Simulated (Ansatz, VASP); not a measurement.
## Two plane-wave programs on Pd

File INCAR:

```
SYSTEM = Pd
PREC = Accurate ; ENCUT = 520
EDIFF = 1E-6 ; ISMEAR = 1
SIGMA = 0.6 ; LREAL = .FALSE.
LASPH = .TRUE. ; NELM = 60
ALGO = Normal ; ISIF = 2
LWAVE = .FALSE. ; LCHARG = .TRUE.
GGA = PE ; LELF = .TRUE.
LVHAR = .TRUE. ; NBANDS = 11
```

File KPOINTS:

```
regular mesh
0
G
  14 14 14
  0 0 0
```

POSCAR

```
Pd
1.0
    0.0000000000      1.9734737307      1.9734737307
    1.9734737307      0.0000000000      1.9734737307
    1.9734737307      1.9734737307      0.0000000000
Pd
1
Direct
    0.0000000000      0.0000000000      0.0000000000
```

Input for Ansatz:

```yaml
crystal:
  lattice:
    - [0.0, 1.9734737307, 1.9734737307]
    - [1.9734737307, 0.0, 1.9734737307]
    - [1.9734737307, 1.9734737307, 0.0]
  atoms:
    - { symbol: Pd, position: [0.0, 0.0, 0.0] }
hamiltonian:
  xc: pbe
  pseudopotentials:
    kind: paw
    azcp:
      Pd: "pseudopotentials/Pd.paw.azcp"
basis:
  ecutwfc: 420
  fft_grid_basis: typed
kpoints:
  mp_grid: { grid: [14, 14, 14], shift: [0, 0, 0] }
magnetization:
  spin_polarized: false
scf:
  occupations: { method: methfessel_paxton, width: 0.6 }
  lower_state_search: "off"
output:
  stress: true
```

Alike in both runs: task single point; functional PBE; k mesh 14 × 14 × 14; occupations methfessel-paxton of order 1, width 0.6 eV; no spin polarisation.

```csv
,VASP,Ansatz
version,VASP 6.6.1,Ansatz 0.2.0
potentials or method,"VASP PAW PBE potentials, release 64 (Pd), cutoff 520 eV","plane waves (420 eV) with PAW, scalar-relativistic"
valence electrons in the cell,10,18
```

Ansatz gave:

| Item | Value |
| --- | --- |
| pressure (GPa) | -0.3 |

**Question.** What did VASP give for the same quantities?

**Answer.** Pressure (GPa): -0.6.

The functional is the same, so the differences come from potentials, cutoffs and numerics. VASP's potentials hold 10 valence electrons a cell and Ansatz's 18, so a difference there can come from the potentials and not from the codes.
